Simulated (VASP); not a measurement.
# NbCuS2 (R-3m) in VASP: further runs

Runs on NbCuS2. Level: PBE+U. Tasks: single point.

All numbers are computed with VASP 6.6.1; they aren't measurements. Logs are shortened: lines on timing, memory, paths and dates and some standing lists are left out, and cuts for length are marked.

### Step 1. The cell of the first run

Symmetry: R-3m, No. 166, trigonal system. Conventional cell: a = 3.676 Å, b = 3.676 Å, c = 20.018 Å, α = 90.00°, β = 90.00°, γ = 120.00°. Within 3.8 Å of Cu (site symmetry -3m) lie 6 S at 2.92 Å and 6 Cu at 3.68 Å. Within 3.3 Å of Nb (site symmetry -3m) lie 6 S at 2.51 Å. Within 3.5 Å of S (site symmetry 3m) lie 3 Nb at 2.51 Å and 3 Cu at 2.92 Å and 3 S at 3.41 Å.

### Step 2. Single point, PBE+U, collinear spin

Input file INCAR:

```
SYSTEM = NbCuS2
  PREC = Accurate
  ENCUT = 820
  EDIFF = 1E-6
  ISMEAR = 0
  SIGMA = 0.05
  LREAL = .False.
  LASPH = .True.
  NELM = 200
  ALGO = Normal
  ISIF = 2
  LWAVE = .False.
  LCHARG = .False.
  ISPIN = 2
  MAGMOM = 0.02 1.49 -0.04 -0.04
  LORBIT = 11
  LMAXMIX = 4
  LDAU = .True.
  LDAUTYPE = 2
  LDAUL = -1 2 -1
  LDAUU = 0 8 0
  LDAUJ = 0 0 0
  LDAUPRINT = 1
  GGA = PE
  NBANDS = 34
  GGA_COMPAT = .False.
```

Input file KPOINTS:

```
regular mesh
0
Gamma
  6 6 6
  0 0 0
```

Input file POSCAR:

```
NbCuS2
1.0
    1.8379937100      1.0611661600      6.6726185300
   -1.8379937100      1.0611661600      6.6726185300
    0.0000000000     -2.1223323200      6.6726185300
Cu Nb S
1 1 2
Direct
    0.5000000000      0.5000000000      0.5000000000
    0.0000000000      0.0000000000      0.0000000000
    0.2667000000      0.2667000000      0.2667000000
    0.7333000000      0.7333000000      0.7333000000
```

Potentials or basis: VASP PAW PBE potentials, release 64 (Cu_sv_GW, Nb_sv, S).

Launch:

```
> cat potpaw_PBE.64/Cu_sv_GW/POTCAR potpaw_PBE.64/Nb_sv/POTCAR potpaw_PBE.64/S/POTCAR > POTCAR
> mpirun -np 1 vasp_std > vasp.out
```

OUTCAR:

```text
SYSTEM = NbCuS2
   PREC = Accurate
   ENCUT = 820
   EDIFF = 1E-6
   ISMEAR = 0
   LREAL = .False.
   LASPH = .True.
   NELM = 200
   ISIF = 2
   ISPIN = 2
   LORBIT = 11
   GGA = PE

 ion  position               nearest neighbor table
   1  0.500  0.500  0.500-
   2  0.000  0.000  0.000-   4 2.51   3 2.51   4 2.51   4 2.51   3 2.51   3 2.51
   3  0.267  0.267  0.267-   2 2.51   2 2.51   2 2.51
   4  0.733  0.733  0.733-   2 2.51   2 2.51   2 2.51

  LATTYP: Found a trigonal (rhomboedric) cell.
 ALAT       =     7.0020091791
 COS(alpha) =     0.8621925540

  Lattice vectors:

 A1 = (   1.8379937100,   1.0611661600,   6.6726185300)
 A2 = (  -1.8379937100,   1.0611661600,   6.6726185300)
 A3 = (   0.0000000000,  -2.1223323200,   6.6726185300)

Analysis of symmetry for initial positions (statically):
=====================================================================
 Subroutine PRICEL returns:
 Original cell was already a primitive cell.

 Routine SETGRP: Setting up the symmetry group for a
 trigonal (rhombohedral) supercell.

 Subroutine GETGRP returns: Found 12 space group operations
 (whereof 12 operations were pure point group operations)
 out of a pool of 12 trial point group operations.

The static configuration has the point symmetry D_3d.

Analysis of symmetry for dynamics (positions and initial velocities):
=====================================================================
 Subroutine PRICEL returns:
 Original cell was already a primitive cell.

 Routine SETGRP: Setting up the symmetry group for a
 trigonal (rhombohedral) supercell.

 Subroutine GETGRP returns: Found 12 space group operations
 (whereof 12 operations were pure point group operations)
 out of a pool of 12 trial point group operations.

The dynamic configuration has the point symmetry D_3d.

Analysis of structural, dynamic, and magnetic symmetry:
=====================================================================
 Subroutine PRICEL returns:
 Original cell was already a primitive cell.

 Routine SETGRP: Setting up the symmetry group for a
 trigonal (rhombohedral) supercell.

 Subroutine GETGRP returns: Found 12 space group operations
 (whereof 12 operations were pure point group operations)
 out of a pool of 12 trial point group operations.

The overall configuration has the point symmetry D_3d.

 Subroutine INISYM returns: Found 12 space group operations
 (whereof 12 operations are pure point group operations),
 and found     1 'primitive' translations

----------------------------------------------------------------------------------------

                                     Primitive cell

  volume of cell :      78.0863

  direct lattice vectors                    reciprocal lattice vectors
     1.837993710  1.061166160  6.672618530     0.272035751  0.157059915  0.049955401
    -1.837993710  1.061166160  6.672618530    -0.272035751  0.157059915  0.049955401
     0.000000000 -2.122332320  6.672618530     0.000000000 -0.314119830  0.049955401

  length of vectors
     7.002009179  7.002009179  7.002009178     0.318067303  0.318067303  0.318067303

  position of ions in fractional coordinates (direct lattice)
     0.500000000  0.500000000  0.500000000
     0.000000000  0.000000000  0.000000000
     0.266700000  0.266700000  0.266700000
     0.733300000  0.733300000  0.733300000

  ion indices of the primitive-cell ions
   primitive index   ion index
                 1           1
[... 75 lines left out ...]
   EDIFF  = 0.1E-05   stopping-criterion for ELM
   LREAL  =      F    real-space projection
   EDIFFG = 0.1E-04   stopping-criterion for IOM
   NSW    =      0    number of steps for IOM
   IBRION =     -1    ionic relax: 0-MD 1-quasi-New 2-CG
   NFREE  =      0    steps in history (QN), initial steepest desc. (CG)
   ISIF   =      2    stress and relaxation
   ISYM   =      2    0-nonsym 1-usesym 2-fastsym
   POTIM  = 0.5000    time-step for ionic-motion
   TEBEG  =    0.0;   TEEND  =   0.0 temperature during run
   PSTRESS=    0.0 pullay stress
   NELECT =      44.0000    total number of electrons
   NUPDOWN=      -1.0000    fix difference up-down
   EMIN   =  10.00;   EMAX   =-10.00  energy-range for DOS
   EFERMI =   0.00;   METHOD = LEGACY
   ISMEAR =     0;   SIGMA  =   0.05  broadening in eV -4-tet -1-fermi 0-gaus
   EFERMI_NEDOS =   21; number of points for ismear=-14 and -15
   IALGO  =     38    algorithm
   IMIX   =      4    mixing-type and parameters
     AMIX     =   0.40;   BMIX     =  1.00
     AMIX_MAG =   1.60;   BMIX_MAG =  1.00
  volume/ion in A,a.u.               =      19.52       131.74
  Fermi-wavevector in a.u.,A,eV,Ry     =   1.352179  2.555247 24.876716  1.828387
  Thomas-Fermi vector in A             =   2.479539
   LORBIT       =     11    0 simple, 1 ext, 2 COOP (PROOUT), +10 PAW based schemes
 LDA+U is selected, type is set to LDAUTYPE =  2
   angular momentum for each species LDAUL =    -1    2   -1
   U (eV)           for each species LDAUU =   0.0  8.0  0.0
   J (eV)           for each species LDAUJ =   0.0  0.0  0.0
   GGA     = PE    functional components
   LHFCALC =     F    Hartree Fock is set to
   AEXX    =    0.0000 exact exchange contribution
   IVDW    =     0    specifies the selected vdW correction
   LEPSILON=     F    determine dielectric tensor
   LRPA    =     F    only Hartree local field effects (RPA)
 spin polarized calculation
 Gauss-broadening in eV      SIGMA  =   0.05
  energy-cutoff  :      820.00
  volume of cell :       78.09
 maximum number of plane-waves:      4192
 NGX is ok and might be reduce to    70
   NGX = 33   NGY = 33   NGZ = 33

atom =   2  type =  2  l = 2

 onsite density matrix

spin component  1

  0.2907  0.0000  0.0000 -0.1594  0.0000
  0.0000  0.3456  0.0000 -0.0000 -0.1594
  0.0000  0.0000  0.4708 -0.0000 -0.0000
 -0.1594 -0.0000 -0.0000  0.3456 -0.0000
  0.0000 -0.1594 -0.0000 -0.0000  0.2907

spin component  2

  0.0709 -0.0000 -0.0000  0.0484 -0.0000
 -0.0000  0.0863 -0.0000 -0.0000  0.0484
 -0.0000 -0.0000  0.0260  0.0000 -0.0000
  0.0484 -0.0000  0.0000  0.0863  0.0000
 -0.0000  0.0484 -0.0000  0.0000  0.0709

 occupancies and eigenvectors

  o =  0.0260  v =  0.0000  0.0000  0.0000  0.0000  0.0000  0.0000 -0.0000  1.0000 -0.0000  0.0000      0.0000  0.0000  0.0000  0.0000  0.0000  0.0000  0.0000  0.0000  0.0000  0.0000
  o =  0.0296  v =  0.0000  0.0000  0.0000  0.0000  0.0000  0.0000  0.6490  0.0000 -0.0000 -0.7607      0.0000  0.0000  0.0000  0.0000  0.0000  0.0000  0.0000  0.0000  0.0000  0.0000
  o =  0.0296  v =  0.0000  0.0000  0.0000  0.0000  0.0000  0.7607 -0.0000 -0.0000 -0.6490  0.0000      0.0000  0.0000  0.0000  0.0000  0.0000  0.0000  0.0000  0.0000  0.0000  0.0000
  o =  0.1276  v =  0.0000  0.0000  0.0000  0.0000  0.0000  0.0000 -0.7607  0.0000  0.0000 -0.6490      0.0000  0.0000  0.0000  0.0000  0.0000  0.0000  0.0000  0.0000  0.0000  0.0000
  o =  0.1276  v =  0.0000  0.0000  0.0000  0.0000  0.0000 -0.6490 -0.0000  0.0000 -0.7607 -0.0000      0.0000  0.0000  0.0000  0.0000  0.0000  0.0000  0.0000  0.0000  0.0000  0.0000
  o =  0.1564  v = -0.0000  0.6443  0.0000 -0.0000  0.7647  0.0000  0.0000  0.0000  0.0000  0.0000      0.0000  0.0000  0.0000  0.0000  0.0000  0.0000  0.0000  0.0000  0.0000  0.0000
  o =  0.1564  v =  0.7647  0.0000  0.0000  0.6443  0.0000  0.0000  0.0000  0.0000  0.0000  0.0000      0.0000  0.0000  0.0000  0.0000  0.0000  0.0000  0.0000  0.0000  0.0000  0.0000
  o =  0.4708  v =  0.0000 -0.0000  1.0000  0.0000  0.0000  0.0000  0.0000  0.0000  0.0000  0.0000      0.0000  0.0000  0.0000  0.0000  0.0000  0.0000  0.0000  0.0000  0.0000  0.0000
  o =  0.4799  v =  0.0000  0.7647  0.0000  0.0000 -0.6443  0.0000  0.0000  0.0000  0.0000  0.0000      0.0000  0.0000  0.0000  0.0000  0.0000  0.0000  0.0000  0.0000  0.0000  0.0000
  o =  0.4799  v =  0.6443  0.0000  0.0000 -0.7647 -0.0000  0.0000  0.0000  0.0000  0.0000  0.0000      0.0000  0.0000  0.0000  0.0000  0.0000  0.0000  0.0000  0.0000  0.0000  0.0000

 number of electron      43.9999999 magnetization       2.0004219

 Free energy of the ion-electron system (eV)
  ---------------------------------------------------
  ext. energy  EPLUGINS =         0.00000000
  ---------------------------------------------------
  free energy    TOTEN  =       -17.03580760 eV

  energy without entropy =      -17.03200534  energy(sigma->0) =      -17.03390647

 E-fermi :   6.6668     XC(G=0): -10.4142

 val. band max:        6.6510723183   @ k =   0.5000   0.1667   0.1667
 cond. band min:       6.6681610205   @ k =   0.3333   0.3333  -0.0000
 fundamental gap:      0.0170887023
 Fermi energy:         6.6667883061

 spin component 1

 k-point     1 :       0.0000    0.0000    0.0000
  band No.  band energies     occupation
      1    -104.6338      1.00000
      2     -62.0746      1.00000
      3     -62.0746      1.00000
      4     -62.0521      1.00000
      5     -50.4950      1.00000
      6     -26.5726      1.00000
[... 1769 lines left out ...]
     33      16.0052      0.00000
     34      16.7702      0.00000

 [... further k-points ...]
[... 5 lines left out ...]
  --------------------------------------------------------------------------------------
  -------------------------------------------------------------------------------------
  Total        1.4290353      1.4290353      1.9581311      0.0000000      0.0000000      0.0000000
  in kB       29.3209860     29.3209858     40.1769900      0.0000000      0.0000000      0.0000000
  external PRESSURE =      32.9396540 kB  Pullay stress =       0.0000000 kB

 VOLUME and BASIS-vectors are now :
 -----------------------------------------------------------------------------
  energy-cutoff  :      820.00
  volume of cell :       78.09
      direct lattice vectors                 reciprocal lattice vectors
     1.837993710  1.061166160  6.672618530     0.272035751  0.157059915  0.049955401
    -1.837993710  1.061166160  6.672618530    -0.272035751  0.157059915  0.049955401
     0.000000000 -2.122332320  6.672618530     0.000000000 -0.314119830  0.049955401

 POSITION                                       TOTAL-FORCE (eV/Angst)
 -----------------------------------------------------------------------------------
      0.00000      0.00000     10.00893         0.000000     -0.000000     -0.000000
      0.00000      0.00000      0.00000         0.000000      0.000000      0.000000
      0.00000      0.00000      5.33876         0.000000      0.000000     -2.593798
      0.00000      0.00000     14.67909         0.000000     -0.000000      2.593798
 -----------------------------------------------------------------------------------
    total drift:                                0.000000     -0.000000      0.000000

  FREE ENERGIE OF THE ION-ELECTRON SYSTEM (eV)
  ---------------------------------------------------
  free  energy   TOTEN  =       -17.0358076046 eV

  energy  without entropy=      -17.0320053389  energy(sigma->0) =      -17.03390647

 total charge

# of ion       s       p       d       f       tot
--------------------------------------------------
    1        2.140   6.077   9.123   0.001  17.341
    2        2.169   6.029   2.064   0.000  10.262
    3        1.327   2.446   0.000   0.000   3.774
    4        1.327   2.446   0.000   0.000   3.774
--------------------------------------------------
tot          6.963  16.999  11.187   0.001  35.150

 magnetization (x)

# of ion       s       p       d       f       tot
--------------------------------------------------
    1        0.041   0.002   0.010   0.000   0.053
    2        0.022   0.011   1.389   0.000   1.422
    3       -0.001  -0.038   0.000   0.000  -0.039
    4       -0.001  -0.038   0.000   0.000  -0.039
--------------------------------------------------
tot          0.062  -0.063   1.399   0.000   1.397
```

It took 17 min on 1 thread of Intel Xeon 6975P-C (Granite Rapids), shared host; peak memory 1.1 GiB.

What came out:

| Item | Value |
| --- | --- |
| Free energy | -17.0358 eV |
| Pressure | 3.3 GPa |
| Largest force | 2.594 eV/Å |
| Band gap on the k mesh | zero (filled and empty bands overlap) |
| Net moment | 2.00 μB per cell |
| Site moments | Cu +0.05; Nb +1.42; S -0.04 μB |
| Valence electrons inside the program's atomic spheres | Cu 17.34; Nb 10.26; S 3.77 |

Forces in eV/Å, atoms in the order of the input:
```
Cu   0.000  0.000  0.000
Nb   0.000  0.000  0.000
S    0.000  0.000 -2.594
S    0.000  0.000  2.594
```

Stress tensor (GPa, compression positive):
```
2.93 0.00 0.00
0.00 2.93 0.00
0.00 0.00 4.02
```

Eigenvalues of the final occupation matrices:
```csv
site,spin,trace,eigenvalues
site 2 d,1,1.74,0.16 0.16 0.47 0.48 0.48
site 2 d,2,0.34,0.03 0.03 0.03 0.13 0.13
```

Caveat: the cell stands under pressure; a cell with one magnetic atom can't hold antiferromagnetic order, which such compounds often take; forces of over 1 eV/Å act on the atoms, so gaps and moduli don't describe the material at rest.

### Step 3. Single point, PBE+U, collinear spin

Input file INCAR:

```
PREC = Accurate
ENCUT = 820
EDIFF = 1E-6
ISMEAR = 0
SIGMA = 0.05
LREAL = F
LASPH = T
NELM = 200
ALGO = Normal
ISIF = 2
LWAVE = F
LCHARG = F
ISPIN = 2
MAGMOM = 0 2 0 0
LORBIT = 11
LMAXMIX = 4
LDAU = T
LDAUTYPE = 2
LDAUL = -1 2 -1
LDAUU = 0 8 0
LDAUJ = 0 0 0
LDAUPRINT = 1
GGA = PE
NBANDS = 34
GGA_COMPAT = F
```

Input file KPOINTS:

```
regular mesh
0
Gamma
  6 6 6
```

POSCAR is that of step 2.

Potentials or basis: VASP PAW PBE potentials, release 64 (Cu_sv_GW, Nb_sv, S).

Launch:

```
> cat potpaw_PBE.64/Cu_sv_GW/POTCAR potpaw_PBE.64/Nb_sv/POTCAR potpaw_PBE.64/S/POTCAR > POTCAR
> mpirun -np 1 vasp_std > vasp.out
```

It took 23 min on 1 thread of Intel Xeon 6975P-C (Granite Rapids), shared host; peak memory 1.1 GiB.

The run converged. Its results:

```yaml
Free_energy: -17.0358 eV
Pressure: 3.3 GPa
Largest_force: 2.596 eV/Å
Band_gap_on_the_k_mesh: zero (filled and empty bands overlap)
Net_moment: 2.00 μB per cell
Site_moments: Cu +0.05; Nb +1.42; S -0.04 μB
Valence_electrons_inside_the_program's_atomic_spheres: Cu 17.34; Nb 10.26; S 3.77
```

Forces on the atoms (eV/Å):
```
Cu   0.000  0.000  0.000
Nb   0.000  0.000  0.000
S    0.000  0.000 -2.596
S    0.000  0.000  2.596
```

Stress tensor (GPa, compression positive):
```
3.00 0.00 0.00
0.00 3.00 0.00
0.00 0.00 4.01
```

Levels at points of the mesh, in eV from the Fermi level:
Spin up:
| k point | band 21 | band 22 | band 23 | band 24 | band 25 | band 26 |
| --- | --- | --- | --- | --- | --- | --- |
| (0.00, 0.00, 0.00) | -1.60 | -1.37 | -1.37 | -0.84 | 0.99 | 3.69 |
| (0.50, 0.00, 0.00) | -1.29 | -1.16 | 0.09 | 0.10 | 1.98 | 3.13 |
| (0.50, 0.50, 0.00) | -1.38 | -0.86 | 0.09 | 0.10 | 0.92 | 2.41 |
| (0.50, 0.50, 0.50) | -1.56 | -1.07 | -1.07 | -0.10 | 2.21 | 3.86 |
Spin down:
```csv
k point,band 17,band 18,band 19,band 20,band 21,band 22,band 23,band 24,band 25,band 26
"(0.00, 0.00, 0.00)",-1.78,-1.61,-1.61,-1.54,-1.54,0.41,1.91,1.91,2.99,4.10
"(0.50, 0.00, 0.00)",-1.76,-1.38,-1.32,-1.26,-1.12,1.15,2.14,3.04,3.40,4.23
"(0.50, 0.50, 0.00)",-1.91,-1.41,-1.39,-1.38,-1.06,0.51,1.62,2.68,3.59,3.91
"(0.50, 0.50, 0.50)",-1.70,-1.57,-1.57,-1.05,-1.05,1.86,1.86,2.30,2.79,4.36
```

Eigenvalues of the final occupation matrices:
| site | spin | trace | eigenvalues |
| --- | --- | --- | --- |
| site 2 d | 1 | 1.74 | 0.16 0.16 0.47 0.48 0.48 |
| site 2 d | 2 | 0.34 | 0.03 0.03 0.03 0.13 0.13 |

Caveat: the cell stands under pressure; a cell with one magnetic atom can't hold antiferromagnetic order, which such compounds often take; forces of over 1 eV/Å act on the atoms, so gaps and moduli don't describe the material at rest.
